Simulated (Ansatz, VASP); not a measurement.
# SnO in VASP and in Ansatz

```
Sn O
1.0
     3.35500    0.00000    0.00000
     0.00000    5.67410    0.00000
     0.00000    0.00000    4.22197
Sn O
2 2
Direct
  0.90516 0.17583 0.51314
  0.50000 0.76809 0.01314
  0.00000 0.89125 0.73686
  0.50000 0.10875 0.23686
```

Alike in both runs: task single point; functional LDA; k mesh 8 × 6 × 6; occupations gaussian, width 0.05 eV; no spin polarisation.

```csv
,VASP,Ansatz
version,VASP 6.6.1,Ansatz 0.2.0
potentials or method,"VASP PAW LDA potentials, release 64 (Sn_d, O), cutoff 520 eV","scalar-relativistic, plane waves, PAW"
valence electrons in the cell,40,40
```

```csv
,VASP,Ansatz,Ansatz less VASP
gap on the k mesh at the Fermi level (eV),1.20,1.23,+0.034
least direct gap on the mesh (eV),1.33,1.35,+0.023
pressure (GPa),9.4,9.1,-0.29
"traceless stress, the component that is largest in VASP (GPa)",9.10,9.03,-0.067
rms of the force components (eV/Å),2.696,2.666,-0.0302
```

LDA's correlation is that of Perdew and Zunger in VASP and of Perdew and Wang (1992) in Ansatz. Atom by atom the forces differ by 0.050 eV/Å (rms over components).
